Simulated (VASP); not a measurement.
TlSbO2:

```
CELL_PARAMETERS angstrom
1.75812 1.01505 6.47594
-1.75812 1.01505 6.47594
0.00000 -2.03010 6.47594
ATOMIC_POSITIONS crystal
Tl 0.00000 0.00000 0.00000
Sb 0.50000 0.50000 0.50000
O 0.22712 0.22712 0.22712
O 0.77288 0.77288 0.77288
```

Base run:

| Property | Result |
| --- | --- |
| Program | VASP 6.6.1 |
| Functional | PBE |
| Potentials or basis | VASP PAW PBE potentials, release 64 (Tl_d, Sb, O) |
| Cutoff | 520 eV |
| k mesh | 8 × 8 × 8 |
| Occupations | fermi-dirac, width 0.02 eV |
| Spin | no spin polarisation |

Its results: band gap on the k mesh zero (bands 15 and 16 overlap by 0.16 eV); pressure 2.3 GPa; largest force 0.086 eV/Å.

Q: The run is repeated on the same cell with these changes: functional from PBE to r2SCAN. What comes out?

A: Band gap on the k mesh zero (bands 15 and 16 overlap by 0.08 eV); pressure -0.6 GPa; largest force 0.051 eV/Å.

Caveats: spin-orbit coupling is left out, which moves the levels of the heavy elements; the PAW data sets were made with another functional, which shifts forces and pressure a little (at least some runs).
